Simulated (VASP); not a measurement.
# Ni3Ge (Pm-3m) in VASP: a series of runs

Ni3Ge is run at these levels: r2SCAN; tasks: relaxation of cell and atoms, single point.

All numbers are computed with VASP 6.6.1; they aren't measurements. Logs are shortened: lines on timing, memory, paths and dates and some standing lists are left out, and cuts for length are marked.

**1. The cell of the first run**

It takes space group Pm-3m (No. 221, cubic). The conventional cell has a = 3.405 Å, b = 3.405 Å, c = 3.405 Å, α = 90.00°, β = 90.00°, γ = 90.00°. Ni (site symmetry 4/mmm) has 8 Ni at 2.41 Å and 4 Ge at 2.41 Å within 3.2 Å. Within 3.2 Å of Ge (site symmetry m-3m) lie 12 Ni at 2.41 Å.

**2. Relaxation of cell and atoms, r2SCAN, target pressure 30 GPa, at which the enthalpy is minimised**

The input, POSCAR:

```
Ni3Ge
1.0
    3.4048005546      0.0000000000      0.0000000000
    0.0000000000      3.4048005546      0.0000000000
    0.0000000000      0.0000000000      3.4048005546
Ni Ge
3 1
Direct
    0.5000000000      0.0000000000      0.5000000000
    0.0000000000      0.5000000000      0.5000000000
    0.5000000000      0.5000000000      0.0000000000
    0.0000000000      0.0000000000      0.0000000000
```

The input, INCAR.step1:

```
SYSTEM = Ni3Ge
PREC = Accurate ; ENCUT = 600
ISMEAR = 0 ; SIGMA = 0.1
LREAL = .FALSE. ; LASPH = .TRUE.
NELM = 80 ; GGA = PE
ALGO = Normal ; EDIFF = 1E-4
LWAVE = .TRUE. ; LCHARG = .FALSE.
```

The input, INCAR.step2:

```
SYSTEM = Ni3Ge
PREC = Accurate ; ENCUT = 600
EDIFF = 1E-6 ; ISMEAR = 0
SIGMA = 0.1 ; LREAL = .FALSE.
LASPH = .TRUE. ; NELM = 80
ALGO = Normal ; ISIF = 3
LWAVE = .FALSE. ; LCHARG = .FALSE.
METAGGA = R2SCAN ; LMIXTAU = .TRUE.
IBRION = 2 ; NSW = 70
EDIFFG = -0.008 ; PSTRESS = 300.0
ISTART = 1
```

The input, KPOINTS:

```
Automatic mesh
0
G
  12 12 12
  0 0 0
```

Potentials or basis: VASP PAW PBE potentials, release 64 (Ni, Ge_d).

Run with:

```
$ cat potpaw_PBE.64/Ni/POTCAR potpaw_PBE.64/Ge_d/POTCAR > POTCAR
$ cp INCAR.step1 INCAR
$ mpirun -np 1 vasp_std > vasp.out
$ cp INCAR.step2 INCAR
$ mpirun -np 1 vasp_std > vasp.out
```

OUTCAR:

```text
SYSTEM = Ni3Ge
   PREC = Accurate
   ENCUT = 600
   EDIFF = 1E-6
   ISMEAR = 0
   LREAL = .FALSE.
   LASPH = .TRUE.
   NELM = 80
   ISIF = 3
   METAGGA = R2SCAN
   IBRION = 2
   NSW = 70
   EDIFFG = -0.008
   PSTRESS = 300.0
   ISTART = 1

 ion  position               nearest neighbor table
   1  0.500  0.000  0.500-   2 2.41   3 2.41   4 2.41   3 2.41   4 2.41   2 2.41   3 2.41   3 2.41
                             2 2.41   4 2.41   4 2.41   2 2.41
   2  0.000  0.500  0.500-   1 2.41   3 2.41   4 2.41   3 2.41   4 2.41   1 2.41   4 2.41   4 2.41
                             1 2.41   3 2.41   3 2.41   1 2.41
   3  0.500  0.500  0.000-   1 2.41   2 2.41   4 2.41   1 2.41   2 2.41   1 2.41   4 2.41   1 2.41
                             2 2.41   4 2.41   2 2.41   4 2.41
   4  0.000  0.000  0.000-   1 2.41   2 2.41   3 2.41   1 2.41   2 2.41   2 2.41   3 2.41   2 2.41
                             1 2.41   3 2.41   1 2.41   3 2.41

  LATTYP: Found a simple cubic cell.
 ALAT       =     3.4048005546

  Lattice vectors:

 A1 = (   3.4048005546,   0.0000000000,   0.0000000000)
 A2 = (   0.0000000000,   3.4048005546,   0.0000000000)
 A3 = (   0.0000000000,   0.0000000000,   3.4048005546)

Analysis of symmetry for initial positions (statically):
=====================================================================
 Subroutine PRICEL returns:
 Original cell was already a primitive cell.

 Routine SETGRP: Setting up the symmetry group for a
 simple cubic supercell.

 Subroutine GETGRP returns: Found 48 space group operations
 (whereof 48 operations were pure point group operations)
 out of a pool of 48 trial point group operations.

The static configuration has the point symmetry O_h .

Analysis of symmetry for dynamics (positions and initial velocities):
=====================================================================
 Subroutine PRICEL returns:
 Original cell was already a primitive cell.

 Routine SETGRP: Setting up the symmetry group for a
 simple cubic supercell.

 Subroutine GETGRP returns: Found 48 space group operations
 (whereof 48 operations were pure point group operations)
 out of a pool of 48 trial point group operations.

The dynamic configuration has the point symmetry O_h .

 Subroutine INISYM returns: Found 48 space group operations
 (whereof 48 operations are pure point group operations),
 and found     1 'primitive' translations

----------------------------------------------------------------------------------------

                                     Primitive cell

  volume of cell :      39.4707

  direct lattice vectors                    reciprocal lattice vectors
     3.404800555  0.000000000  0.000000000     0.293702960  0.000000000  0.000000000
     0.000000000  3.404800555  0.000000000     0.000000000  0.293702960  0.000000000
     0.000000000  0.000000000  3.404800555     0.000000000  0.000000000  0.293702960

  length of vectors
     3.404800555  3.404800555  3.404800555     0.293702960  0.293702960  0.293702960

  position of ions in fractional coordinates (direct lattice)
     0.500000000  0.000000000  0.500000000
     0.000000000  0.500000000  0.500000000
     0.500000000  0.500000000  0.000000000
     0.000000000  0.000000000  0.000000000

  ion indices of the primitive-cell ions
   primitive index   ion index
                 1           1
                 2           2
                 3           3
                 4           4

----------------------------------------------------------------------------------------

 KPOINTS: Automatic mesh

Automatic generation of k-mesh.
 Grid dimensions read from file:
 generate k-points for:   12   12   12

 Generating k-lattice:

  Cartesian coordinates                     Fractional coordinates (reciprocal lattice)
     0.024475247  0.000000000  0.000000000     0.083333333  0.000000000  0.000000000
     0.000000000  0.024475247  0.000000000     0.000000000  0.083333333  0.000000000
     0.000000000  0.000000000  0.024475247     0.000000000  0.000000000  0.083333333

  Length of vectors
     0.024475247  0.024475247  0.024475247

  Shift w.r.t. Gamma in fractional coordinates (k-lattice)
     0.000000000  0.000000000  0.000000000

 Subroutine IBZKPT returns following result:
 ===========================================

 Found     84 irreducible k-points:

 Following reciprocal coordinates:
            Coordinates               Weight
  0.000000  0.000000  0.000000      1.000000
  0.083333  0.000000  0.000000      6.000000
  0.166667  0.000000  0.000000      6.000000
  0.250000  0.000000  0.000000      6.000000
  0.333333  0.000000  0.000000      6.000000
  0.416667  0.000000  0.000000      6.000000
[... 16 lines left out ...]
  0.333333  0.333333  0.000000     12.000000
  0.416667  0.333333  0.000000     24.000000
 [... further k-points ...]
   k-points           NKPTS =     84   k-points in BZ     NKDIM =     84   number of bands    NBANDS=     26
   number of dos      NEDOS =    301   number of ions     NIONS =      4
   total plane-waves  NPLWV =  21952
   dimension x,y,z NGX =    28 NGY =   28 NGZ =   28
   dimension x,y,z NGXF=    56 NGYF=   56 NGZF=   56
   ions per type =               3   1
   NGX,Y,Z   is equivalent  to a cutoff of  13.67, 13.67, 13.67 a.u.
   NGXF,Y,Z  is equivalent  to a cutoff of  27.34, 27.34, 27.34 a.u.
 SYSTEM =  Ni3Ge
   PREC   = accura    normal or accurate (medium, high low for compatibility)
   ISTART =      1    job   : 0-new  1-cont  2-samecut
   ICHARG =      0    charge: 1-file 2-atom 10-const
   ISPIN  =      1    spin polarized calculation?
   LNONCOLLINEAR =      F non collinear calculations
   LSORBIT =      F    spin-orbit coupling
   LASPH  =      T    aspherical Exc in radial PAW
   ENCUT  =  600.0 eV  44.10 Ry    6.64 a.u.   6.80  6.80  6.80*2*pi/ulx,y,z
   NELM   =     80;   NELMIN=  2; NELMDL=  0     # of ELM steps
   EDIFF  = 0.1E-05   stopping-criterion for ELM
   LREAL  =      F    real-space projection
   EDIFFG = -.8E-02   stopping-criterion for IOM
   NSW    =     70    number of steps for IOM
   IBRION =      2    ionic relax: 0-MD 1-quasi-New 2-CG
   NFREE  =      1    steps in history (QN), initial steepest desc. (CG)
   ISIF   =      3    stress and relaxation
   ISYM   =      2    0-nonsym 1-usesym 2-fastsym
   POTIM  = 0.5000    time-step for ionic-motion
   TEBEG  =    0.0;   TEEND  =   0.0 temperature during run
   PSTRESS=  300.0 pullay stress
   NELECT =      44.0000    total number of electrons
   NUPDOWN=      -1.0000    fix difference up-down
   EMIN   =  10.00;   EMAX   =-10.00  energy-range for DOS
   EFERMI =   0.00;   METHOD = LEGACY
   ISMEAR =     0;   SIGMA  =   0.10  broadening in eV -4-tet -1-fermi 0-gaus
   EFERMI_NEDOS =   21; number of points for ismear=-14 and -15
   IALGO  =     38    algorithm
   IMIX   =      4    mixing-type and parameters
     AMIX     =   0.40;   BMIX     =  1.00
     AMIX_MAG =   1.60;   BMIX_MAG =  1.00
  volume/ion in A,a.u.               =       9.87        66.59
  Fermi-wavevector in a.u.,A,eV,Ry     =   1.697465  3.207743 39.203635  2.881386
  Thomas-Fermi vector in A             =   2.778141
   LORBIT       =      0    0 simple, 1 ext, 2 COOP (PROOUT), +10 PAW based schemes
   METAGGA = R2SCAN    functional components
   LHFCALC =     F    Hartree Fock is set to
   AEXX    =    0.0000 exact exchange contribution
   IVDW    =     0    specifies the selected vdW correction
   LEPSILON=     F    determine dielectric tensor
   LRPA    =     F    only Hartree local field effects (RPA)
 conjugate gradient relaxation of ions
 non-spin polarized calculation
 Gauss-broadening in eV      SIGMA  =   0.10
  energy-cutoff  :      600.00
  volume of cell :       39.47
 maximum number of plane-waves:      1357
 NGX is ok and might be reduce to    28
   NGX = 13   NGY = 13   NGZ = 13

--------------------------------------- Ionic step        1  -------------------------------------------

 number of electron      44.0000035 magnetization

 Free energy of the ion-electron system (eV)
  ---------------------------------------------------
  ext. energy  EPLUGINS =         0.00000000
  ---------------------------------------------------
  free energy    TOTEN  =       -50.34335990 eV

  energy without entropy =      -50.33341939  energy(sigma->0) =      -50.33838965

------------------------ aborting loop because EDIFF is reached ----------------------------------------

  FORCE on cell =-STRESS in cart. coord.  units (eV):
  Direction    XX          YY          ZZ          XY          YZ          ZX
  --------------------------------------------------------------------------------------
  -------------------------------------------------------------------------------------
  Total        7.6585103      7.6585103      7.6585103     -0.0000000      0.0000000     -0.0000000
  in kB      310.8707429    310.8707429    310.8707429     -0.0000000      0.0000000     -0.0000000
  external PRESSURE =      10.8707429 kB  Pullay stress =     300.0000000 kB

 VOLUME and BASIS-vectors are now :
 -----------------------------------------------------------------------------
  energy-cutoff  :      600.00
  volume of cell :       39.47
      direct lattice vectors                 reciprocal lattice vectors
     3.404800555  0.000000000  0.000000000     0.293702960  0.000000000  0.000000000
     0.000000000  3.404800555  0.000000000     0.000000000  0.293702960  0.000000000
     0.000000000  0.000000000  3.404800555     0.000000000  0.000000000  0.293702960
[... 50 lines left out ...]
  FREE ENERGIE OF THE ION-ELECTRON SYSTEM (eV)
  ---------------------------------------------------
  free  energy   TOTEN  =       -50.4138480933 eV

  energy  without entropy=      -50.4038465258  energy(sigma->0) =      -50.40884731

  enthalpy is  TOTEN    =       -42.9512996869 eV   P V=        7.4625484063

--------------------------------------- Ionic step        3  -------------------------------------------

 number of electron      44.0000030 magnetization

 Free energy of the ion-electron system (eV)
  ---------------------------------------------------
  ext. energy  EPLUGINS =         0.00000000
  ---------------------------------------------------
  free energy    TOTEN  =       -50.36628099 eV

  energy without entropy =      -50.35632148  energy(sigma->0) =      -50.36130123

 E-fermi :  11.8330     XC(G=0): -15.5021

 val. band max:       11.8111628322   @ k =   0.0833   0.0833   0.0833
 cond. band min:      11.8341091614   @ k =   0.4167   0.4167   0.3333
 fundamental gap:      0.0229463293
 Fermi energy:        11.8330136113

 k-point     1 :       0.0000    0.0000    0.0000
  band No.  band energies     occupation
      1     -13.7243      2.00000
      2     -13.7243      2.00000
      3     -13.7014      2.00000
      4     -13.7014      2.00000
      5     -13.7014      2.00000
      6      -2.1995      2.00000
[... 18 lines left out ...]
     25      17.1488      0.00000
     26      19.6368      0.00000
[... 644 lines left out ...]
      4     -13.6994      2.00000
      5     -13.6677      2.00000
      6       0.7920      2.00000
[... 18 lines left out ...]
     25      17.1080      0.00000
     26      19.0787      0.00000

 [... further k-points ...]

------------------------ aborting loop because EDIFF is reached ----------------------------------------

  FORCE on cell =-STRESS in cart. coord.  units (eV):
  Direction    XX          YY          ZZ          XY          YZ          ZX
  --------------------------------------------------------------------------------------
  -------------------------------------------------------------------------------------
  Total        7.4373356      7.4373356      7.4373356     -0.0000000      0.0000000     -0.0000000
  in kB      300.9773765    300.9773765    300.9773765     -0.0000000      0.0000000     -0.0000000
  external PRESSURE =       0.9773765 kB  Pullay stress =     300.0000000 kB

 VOLUME and BASIS-vectors are now :
 -----------------------------------------------------------------------------
  energy-cutoff  :      600.00
  volume of cell :       39.59
      direct lattice vectors                 reciprocal lattice vectors
     3.408249416 -0.000000000 -0.000000000     0.293405757  0.000000000 -0.000000000
    -0.000000000  3.408249416 -0.000000000     0.000000000  0.293405757 -0.000000000
     0.000000000  0.000000000  3.408249416     0.000000000  0.000000000  0.293405757

 POSITION                                       TOTAL-FORCE (eV/Angst)
 -----------------------------------------------------------------------------------
      1.70412      0.00000      1.70412         0.000000      0.000000      0.000000
      0.00000      1.70412      1.70412        -0.000000      0.000000      0.000000
      1.70412      1.70412     -0.00000        -0.000000     -0.000000      0.000000
      0.00000      0.00000      0.00000         0.000000     -0.000000      0.000000
 -----------------------------------------------------------------------------------
    total drift:                                0.000000      0.000000      0.000000

  FREE ENERGIE OF THE ION-ELECTRON SYSTEM (eV)
  ---------------------------------------------------
  free  energy   TOTEN  =       -50.3662809862 eV

  energy  without entropy=      -50.3563214776  energy(sigma->0) =      -50.36130123

  enthalpy is  TOTEN    =       -42.9530969952 eV   P V=        7.4131839911

 reached required accuracy - stopping structural energy minimisation
```

Wall time 11 min (1 thread of AMD EPYC 9R45 (Zen 5), shared host); peak memory 0.21 GiB.

Results:

```yaml
Free_energy: -50.3663 eV
Relaxed_volume: 9.90 Å³/atom
Relaxed_cell: a = 3.408 Å, b = 3.408 Å, c = 3.408 Å, α = 90.00°, β = 90.00°, γ = 90.00°
Space_group_after_relaxing_to_0.1_Å: Pm-3m (No. 221)
Energy_change_on_relaxing_the_run_minimises_the_enthalpy: -5.7 meV/atom
Ionic_steps: 3
Pressure_after_relaxing: 30.1 GPa
Band_gap_on_the_k_mesh: zero (bands 22 and 23 overlap by 0.30 eV)
```

Step by step:
```tsv
step	energy change (eV)	largest force (eV/Å)	pressure (GPa)	volume (Å³)
1	0.0000	0.0000	31.09	39.47
2	-0.0705	0.0000	27.94	39.85
3	-0.0229	0.0000	30.10	39.59
```

Final structure:
```xyz
4
Lattice="3.4082 0.0000 0.0000 0.0000 3.4082 0.0000 0.0000 0.0000 3.4082" Properties=species:S:1:pos:R:3 pbc="T T T"
Ni    1.7041    0.0000    1.7041
Ni    0.0000    1.7041    1.7041
Ni    1.7041    1.7041    0.0000
Ge    0.0000    0.0000    0.0000
```

Caveat: the cell is relaxed towards a set pressure, so the run minimises the enthalpy, not the energy; the PAW data sets were made with another functional, which shifts forces and pressure a little. Spin polarisation is off, so any magnetic state and its effect on volume and gap are missing.

(Continued in part 2 of 2.)
